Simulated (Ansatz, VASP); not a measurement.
# Zr: VASP beside Ansatz

```
Zr
1.0
     3.24486    0.00000    0.00000
    -1.62243    2.81013    0.00000
     0.00000    0.00000    5.15514
Zr
2
Direct
  0.33333 0.66667 0.25000
  0.66667 0.33333 0.75000
```

Alike in both runs: functional r2SCAN; k mesh 12 × 12 × 8; occupations gaussian, width 0.1 eV; no spin polarisation.

Ansatz relaxed the structure, and its values are those at the end. VASP's run is a single point on that final structure, the one shown.

|  | VASP | Ansatz |
| --- | --- | --- |
| version | VASP 6.6.1 | Ansatz 0.2.0 |
| potentials or method | VASP PAW PBE potentials, release 64 (Zr_sv), cutoff 520 eV | scalar-relativistic, plane waves, PAW |
| valence electrons in the cell | 24 | 24 |

|  | VASP | Ansatz | Ansatz less VASP |
| --- | --- | --- | --- |
| gap on the k mesh at the Fermi level (eV) | none | none | - |
| pressure (GPa) | 0.0 | 0.0 | 0.00 |

VASP's potentials were made for PBE, not for r2SCAN. A gap of «none» marks a metal or a gap that the smearing closes.
